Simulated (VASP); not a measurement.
A run of VASP 6.6.1:

File INCAR:

```
PREC     = Accurate       # precision mode
ENCUT    = 600            # plane-wave cutoff, eV
EDIFF    = 1E-6           # SCF threshold, eV
ISMEAR   = -1             # smearing method
SIGMA    = 0.1            # smearing width, eV
LREAL    = False          # projectors in reciprocal space
LASPH    = True           # aspherical terms in the spheres
NELM     = 60             # most SCF steps
ALGO     = Normal         # electronic algorithm
ISIF     = 3              # what is computed and relaxed
LWAVE    = False          # write WAVECAR
LCHARG   = False          # write CHGCAR
GGA      = CA             # functional
IBRION   = 2              # ionic algorithm
NSW      = 80             # ionic steps
EDIFFG   = -0.005         # ionic threshold
```

File KPOINTS:

```
regular mesh
0
Gamma
  15 15 15
```

Contents of POSCAR:

```
C
1.0
    0.0000000000      2.1270000000      3.3480000000
    1.2280000000      0.0000000000      3.3480000000
    1.2280000000      2.1270000000      0.0000000000
C
2
Direct
    0.1666700000      0.8333300000      0.1666700000
    0.8333300000      0.1666700000      0.8333300000
```

Potentials or basis: VASP PAW LDA potentials, release 64 (C).

The run is started by

```sh
$ cat potpaw_LDA.64/C/POTCAR > POTCAR
$ mpirun -np 1 vasp_std > vasp.out
```

Hardware: 1 thread of Intel(R) Xeon(R) Platinum 8259CL CPU @ 2.50GHz (Skylake/Cascade Lake), with other jobs on the host.

Question: Estimate the wall time of this run.

Answer: Run time: 6.8 min on 1 thread of Intel(R) Xeon(R) Platinum 8259CL CPU @ 2.50GHz (Skylake/Cascade Lake) (shared host), peak memory 0.18 GiB. Counts: scf iterations 81, k points 512, ion steps 20.
